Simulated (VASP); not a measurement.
# MoSe (F-43m) in VASP: a series of runs

Runs on MoSe. Level: PBE. Tasks: single point.

Program: VASP 6.6.1. These are calculated values, not measurements. Logs are shortened: lines on timing, memory, paths and dates and some standing lists are left out, and cuts for length are marked.

## (1) The cell of the first run

The structure is cubic, space group F-43m (No. 216). The conventional cell has a = 5.679 Å, b = 5.679 Å, c = 5.679 Å, α = 90.00°, β = 90.00°, γ = 90.00°. Mo (site symmetry -43m) has 4 Se at 2.46 Å within 3.2 Å. Se (site symmetry -43m) has 4 Mo at 2.46 Å within 3.2 Å.

## (2) Single point, PBE, collinear spin

Input file INCAR:

```
SYSTEM = MoSe
PREC = Accurate
ENCUT = 520
EDIFF = 1E-7
ISMEAR = 0
SIGMA = 0.1
LREAL = .False.
LASPH = .True.
NELM = 150
ALGO = Normal
ISIF = 2
LWAVE = .False.
LCHARG = .False.
ISPIN = 2
MAGMOM = 3.5 0
LORBIT = 11
LMAXMIX = 4
GGA = PE
NBANDS = 21
```

Input file KPOINTS:

```
regular mesh
0
Gamma
  12 12 12
  0 0 0
```

Input file POSCAR:

```
MoSe
1.0
    0.0000000000      2.8392909707      2.8392909707
    2.8392909707      0.0000000000      2.8392909707
    2.8392909707      2.8392909707      0.0000000000
Mo Se
1 1
Direct
    0.0000000000      0.0000000000      0.0000000000
    0.2500000000      0.2500000000      0.2500000000
```

Potentials or basis: VASP PAW PBE potentials, release 64 (Mo_sv, Se).

Command:

```sh
$ cat potpaw_PBE.64/Mo_sv/POTCAR potpaw_PBE.64/Se/POTCAR > POTCAR
$ mpirun -np 1 vasp_std > vasp.out
```

OUTCAR:

```text
SYSTEM = MoSe
   PREC = Accurate
   ENCUT = 520
   EDIFF = 1E-7
   ISMEAR = 0
   LREAL = .False.
   LASPH = .True.
   NELM = 150
   ISIF = 2
   ISPIN = 2
   LORBIT = 11
   GGA = PE

 ion  position               nearest neighbor table
   1  0.000  0.000  0.000-   2 2.46   2 2.46   2 2.46   2 2.46
   2  0.250  0.250  0.250-   1 2.46   1 2.46   1 2.46   1 2.46

  LATTYP: Found a face centered cubic cell.
 ALAT       =     5.6785819414

  Lattice vectors:

 A1 = (   0.0000000000,   2.8392909707,   2.8392909707)
 A2 = (   2.8392909707,   0.0000000000,   2.8392909707)
 A3 = (   2.8392909707,   2.8392909707,   0.0000000000)

Analysis of symmetry for initial positions (statically):
=====================================================================
 Subroutine PRICEL returns:
 Original cell was already a primitive cell.

 Routine SETGRP: Setting up the symmetry group for a
 face centered cubic supercell.

 Subroutine GETGRP returns: Found 24 space group operations
 (whereof 24 operations were pure point group operations)
 out of a pool of 48 trial point group operations.

The static configuration has the point symmetry T_d .

Analysis of symmetry for dynamics (positions and initial velocities):
=====================================================================
 Subroutine PRICEL returns:
 Original cell was already a primitive cell.

 Routine SETGRP: Setting up the symmetry group for a
 face centered cubic supercell.

 Subroutine GETGRP returns: Found 24 space group operations
 (whereof 24 operations were pure point group operations)
 out of a pool of 48 trial point group operations.

The dynamic configuration has the point symmetry T_d .

Analysis of structural, dynamic, and magnetic symmetry:
=====================================================================
 Subroutine PRICEL returns:
 Original cell was already a primitive cell.

 Routine SETGRP: Setting up the symmetry group for a
 face centered cubic supercell.

 Subroutine GETGRP returns: Found 24 space group operations
 (whereof 24 operations were pure point group operations)
 out of a pool of 48 trial point group operations.

The overall configuration has the point symmetry T_d .

 Subroutine INISYM returns: Found 24 space group operations
 (whereof 24 operations are pure point group operations),
 and found     1 'primitive' translations

----------------------------------------------------------------------------------------

                                     Primitive cell

  volume of cell :      45.7783

  direct lattice vectors                    reciprocal lattice vectors
     0.000000000  2.839290971  2.839290971    -0.176100303  0.176100303  0.176100303
     2.839290971  0.000000000  2.839290971     0.176100303 -0.176100303  0.176100303
     2.839290971  2.839290971  0.000000000     0.176100303  0.176100303 -0.176100303

  length of vectors
     4.015363798  4.015363798  4.015363798     0.305014672  0.305014672  0.305014672

  position of ions in fractional coordinates (direct lattice)
     0.000000000  0.000000000  0.000000000
     0.250000000  0.250000000  0.250000000

  ion indices of the primitive-cell ions
   primitive index   ion index
                 1           1
                 2           2

----------------------------------------------------------------------------------------

 KPOINTS: regular mesh

Automatic generation of k-mesh.
 Grid dimensions read from file:
 generate k-points for:   12   12   12

 Generating k-lattice:

  Cartesian coordinates                     Fractional coordinates (reciprocal lattice)
    -0.014675025  0.014675025  0.014675025     0.083333333  0.000000000  0.000000000
     0.014675025 -0.014675025  0.014675025     0.000000000  0.083333333  0.000000000
     0.014675025  0.014675025 -0.014675025     0.000000000  0.000000000  0.083333333

  Length of vectors
     0.025417889  0.025417889  0.025417889

  Shift w.r.t. Gamma in fractional coordinates (k-lattice)
     0.000000000  0.000000000  0.000000000

 Subroutine IBZKPT returns following result:
 ===========================================

 Found     72 irreducible k-points:

 Following reciprocal coordinates:
            Coordinates               Weight
  0.000000  0.000000  0.000000      1.000000
  0.083333  0.000000  0.000000      8.000000
  0.166667  0.000000  0.000000      8.000000
  0.250000  0.000000  0.000000      8.000000
  0.333333  0.000000  0.000000      8.000000
  0.416667  0.000000  0.000000      8.000000
[... 16 lines left out ...]
  0.500000  0.166667  0.000000     24.000000
 -0.416667  0.166667  0.000000     24.000000
 [... further k-points ...]
   k-points           NKPTS =     72   k-points in BZ     NKDIM =     72   number of bands    NBANDS=     21
   number of dos      NEDOS =    301   number of ions     NIONS =      2
   total plane-waves  NPLWV =  27000
   dimension x,y,z NGX =    30 NGY =   30 NGZ =   30
   dimension x,y,z NGXF=    60 NGYF=   60 NGZF=   60
   ions per type =               1   1
   NGX,Y,Z   is equivalent  to a cutoff of  12.42, 12.42, 12.42 a.u.
   NGXF,Y,Z  is equivalent  to a cutoff of  24.84, 24.84, 24.84 a.u.
 SYSTEM =  MoSe
   PREC   = accura    normal or accurate (medium, high low for compatibility)
   ISTART =      0    job   : 0-new  1-cont  2-samecut
   ICHARG =      2    charge: 1-file 2-atom 10-const
   ISPIN  =      2    spin polarized calculation?
   LNONCOLLINEAR =      F non collinear calculations
   LSORBIT =      F    spin-orbit coupling
   LASPH  =      T    aspherical Exc in radial PAW
   ENCUT  =  520.0 eV  38.22 Ry    6.18 a.u.   7.47  7.47  7.47*2*pi/ulx,y,z
   NELM   =    150;   NELMIN=  2; NELMDL= -5     # of ELM steps
   EDIFF  = 0.1E-06   stopping-criterion for ELM
   LREAL  =      F    real-space projection
   EDIFFG = 0.1E-05   stopping-criterion for IOM
   NSW    =      0    number of steps for IOM
   IBRION =     -1    ionic relax: 0-MD 1-quasi-New 2-CG
   NFREE  =      0    steps in history (QN), initial steepest desc. (CG)
   ISIF   =      2    stress and relaxation
   ISYM   =      2    0-nonsym 1-usesym 2-fastsym
   POTIM  = 0.5000    time-step for ionic-motion
   TEBEG  =    0.0;   TEEND  =   0.0 temperature during run
   PSTRESS=    0.0 pullay stress
   NELECT =      20.0000    total number of electrons
   NUPDOWN=      -1.0000    fix difference up-down
   EMIN   =  10.00;   EMAX   =-10.00  energy-range for DOS
   EFERMI =   0.00;   METHOD = LEGACY
   ISMEAR =     0;   SIGMA  =   0.10  broadening in eV -4-tet -1-fermi 0-gaus
   EFERMI_NEDOS =   21; number of points for ismear=-14 and -15
   IALGO  =     38    algorithm
   IMIX   =      4    mixing-type and parameters
     AMIX     =   0.40;   BMIX     =  1.00
     AMIX_MAG =   1.60;   BMIX_MAG =  1.00
  volume/ion in A,a.u.               =      22.89       154.46
  Fermi-wavevector in a.u.,A,eV,Ry     =   1.242219  2.347454 20.995269  1.543109
  Thomas-Fermi vector in A             =   2.376583
   LORBIT       =     11    0 simple, 1 ext, 2 COOP (PROOUT), +10 PAW based schemes
   GGA     = PE    functional components
   LHFCALC =     F    Hartree Fock is set to
   AEXX    =    0.0000 exact exchange contribution
   IVDW    =     0    specifies the selected vdW correction
   LEPSILON=     F    determine dielectric tensor
   LRPA    =     F    only Hartree local field effects (RPA)
 spin polarized calculation
 Gauss-broadening in eV      SIGMA  =   0.10
  energy-cutoff  :      520.00
  volume of cell :       45.78
 maximum number of plane-waves:      1258
 NGX is ok and might be reduce to    30
   NGX = 15   NGY = 15   NGZ = 15

 number of electron      19.9999999 magnetization       1.1584429

 Free energy of the ion-electron system (eV)
  ---------------------------------------------------
  ext. energy  EPLUGINS =         0.00000000
  ---------------------------------------------------
  free energy    TOTEN  =       -13.49930459 eV

  energy without entropy =      -13.48710470  energy(sigma->0) =      -13.49320464

 E-fermi :   6.2438     XC(G=0): -10.2394

 val. band max:        6.2435857486   @ k =   0.1667   0.0833   0.0000
 cond. band min:       6.2500148685   @ k =  -0.4167   0.2500   0.0000
 fundamental gap:      0.0064291199
 Fermi energy:         6.2437950079

 spin component 1

 k-point     1 :       0.0000    0.0000    0.0000
  band No.  band energies     occupation
      1     -54.9483      1.00000
      2     -29.1218      1.00000
      3     -29.1218      1.00000
      4     -29.1218      1.00000
      5      -8.4949      1.00000
      6       1.2586      1.00000
[... 13 lines left out ...]
     20      19.1885      0.00000
     21      19.1885      0.00000

 k-point     2 :       0.0833    0.0000    0.0000
  band No.  band energies     occupation
      1     -54.9481      1.00000
      2     -29.1255      1.00000
      3     -29.1223      1.00000
      4     -29.1223      1.00000
      5      -8.4538      1.00000
      6       1.1716      1.00000
[... 13 lines left out ...]
     20      18.7261      0.00000
     21      19.7636      0.00000

 k-point     3 :       0.1667    0.0000    0.0000
  band No.  band energies     occupation
      1     -54.9476      1.00000
      2     -29.1355      1.00000
      3     -29.1238      1.00000
      4     -29.1238      1.00000
      5      -8.3404      1.00000
      6       0.9729      1.00000
[... 13 lines left out ...]
     20      18.2827      0.00000
     21      21.0059      0.00000
[... 457 lines left out ...]
 k-point    23 :       0.5000    0.1667    0.0000
  band No.  band energies     occupation
      1     -54.9453      1.00000
      2     -29.1721      1.00000
      3     -29.1370      1.00000
      4     -29.1326      1.00000
      5      -7.8092      1.00000
      6       0.7114      1.00000
[... 13 lines left out ...]
     20      19.6309      0.00000
     21      21.8334      0.00000

 k-point    24 :      -0.4167    0.1667    0.0000
  band No.  band energies     occupation
      1     -54.9453      1.00000
      2     -29.1726      1.00000
      3     -29.1386      1.00000
      4     -29.1316      1.00000
      5      -7.7985      1.00000
      6       0.7999      1.00000
[... 13 lines left out ...]
     20      19.2582      0.00000
     21      21.9695      0.00000

 [... further k-points ...]

 spin component 2

 k-point     1 :       0.0000    0.0000    0.0000
  band No.  band energies     occupation
      1     -54.3099      1.00000
      2     -28.4162      1.00000
      3     -28.4162      1.00000
      4     -28.4162      1.00000
      5      -8.4590      1.00000
      6       1.4738      1.00000
[... 13 lines left out ...]
     20      19.3793      0.00000
     21      19.3793      0.00000

 k-point     2 :       0.0833    0.0000    0.0000
  band No.  band energies     occupation
      1     -54.3097      1.00000
      2     -28.4201      1.00000
      3     -28.4168      1.00000
      4     -28.4168      1.00000
      5      -8.4188      1.00000
      6       1.3824      1.00000
[... 13 lines left out ...]
     20      18.9509      0.00000
     21      19.9476      0.00000

 k-point     3 :       0.1667    0.0000    0.0000
  band No.  band energies     occupation
      1     -54.3092      1.00000
      2     -28.4306      1.00000
      3     -28.4183      1.00000
      4     -28.4183      1.00000
      5      -8.3081      1.00000
      6       1.1723      1.00000
[... 13 lines left out ...]
     20      18.5290      0.00000
     21      21.1865      0.00000
[... 457 lines left out ...]
 k-point    23 :       0.5000    0.1667    0.0000
  band No.  band energies     occupation
      1     -54.3069      1.00000
      2     -28.4690      1.00000
      3     -28.4321      1.00000
      4     -28.4274      1.00000
      5      -7.7903      1.00000
      6       0.8791      1.00000
[... 13 lines left out ...]
     20      19.8313      0.00000
     21      22.0479      0.00000

 k-point    24 :      -0.4167    0.1667    0.0000
  band No.  band energies     occupation
      1     -54.3068      1.00000
      2     -28.4695      1.00000
      3     -28.4337      1.00000
      4     -28.4265      1.00000
      5      -7.7799      1.00000
      6       0.9520      1.00000
[... 13 lines left out ...]
     20      19.4963      0.00000
     21      22.2398      0.00000

 [... further k-points ...]

------------------------ aborting loop because EDIFF is reached ----------------------------------------

  FORCE on cell =-STRESS in cart. coord.  units (eV):
  Direction    XX          YY          ZZ          XY          YZ          ZX
  --------------------------------------------------------------------------------------
  -------------------------------------------------------------------------------------
  Total        0.0519765      0.0519765      0.0519765      0.0000000      0.0000000      0.0000000
  in kB        1.8191043      1.8191043      1.8191043      0.0000000      0.0000000      0.0000000
  external PRESSURE =       1.8191043 kB  Pullay stress =       0.0000000 kB

 VOLUME and BASIS-vectors are now :
 -----------------------------------------------------------------------------
  energy-cutoff  :      520.00
  volume of cell :       45.78
      direct lattice vectors                 reciprocal lattice vectors
     0.000000000  2.839290971  2.839290971    -0.176100303  0.176100303  0.176100303
     2.839290971  0.000000000  2.839290971     0.176100303 -0.176100303  0.176100303
     2.839290971  2.839290971  0.000000000     0.176100303  0.176100303 -0.176100303

 POSITION                                       TOTAL-FORCE (eV/Angst)
 -----------------------------------------------------------------------------------
      0.00000      0.00000      0.00000        -0.000000     -0.000000     -0.000000
      1.41965      1.41965      1.41965         0.000000      0.000000      0.000000
 -----------------------------------------------------------------------------------
    total drift:                                0.000000      0.000000      0.000000

  FREE ENERGIE OF THE ION-ELECTRON SYSTEM (eV)
  ---------------------------------------------------
  free  energy   TOTEN  =       -13.4993045862 eV

  energy  without entropy=      -13.4871046955  energy(sigma->0) =      -13.49320464

 total charge

# of ion       s       p       d       tot
------------------------------------------
    1        2.258   6.100   4.073  12.432
    2        1.428   2.412   0.130   3.971
--------------------------------------------------
tot          3.686   8.512   4.203  16.402

 magnetization (x)

# of ion       s       p       d       tot
------------------------------------------
    1        0.027   0.011   0.988   1.026
    2       -0.004  -0.031   0.018  -0.017
--------------------------------------------------
tot          0.023  -0.020   1.007   1.009
```

Wall time 61 s (1 thread of Intel Xeon 6975P-C (Granite Rapids), shared host); peak memory 0.25 GiB.

What came out:

```
Free energy                                           : -13.4993 eV
Pressure                                              : 0.2 GPa
Net moment                                            : 1.16 μB per cell
Site moments                                          : Mo +1.03; Se -0.02 μB
Valence electrons inside the program's atomic spheres : Mo 12.43; Se 3.97
```

Levels at points of the mesh, in eV from the Fermi level:
Spin up:
```tsv
k point	band 9	band 10	band 11	band 12	band 13	band 14
(0.00, 0.00, 0.00)	-1.06	-1.06	1.11	4.00	4.00	4.00
(0.50, 0.00, 0.00)	-0.71	-0.71	-0.33	2.02	2.02	3.66
(0.50, 0.50, 0.00)	-1.65	-0.36	-0.35	0.45	0.45	5.65
```
Spin down:
| k point | band 6 | band 7 | band 8 | band 9 | band 10 | band 11 | band 12 | band 13 |
| --- | --- | --- | --- | --- | --- | --- | --- | --- |
| (0.00, 0.00, 0.00) | -4.77 | -4.77 | -4.77 | -0.07 | -0.07 | 1.31 | 4.29 | 4.29 |
| (0.50, 0.00, 0.00) | -5.48 | -4.38 | -4.38 | 0.14 | 0.22 | 0.22 | 2.37 | 2.37 |
| (0.50, 0.50, 0.00) | -5.88 | -3.76 | -3.76 | -1.30 | 0.45 | 0.75 | 0.90 | 0.90 |

(Continued in part 2 of 2.)
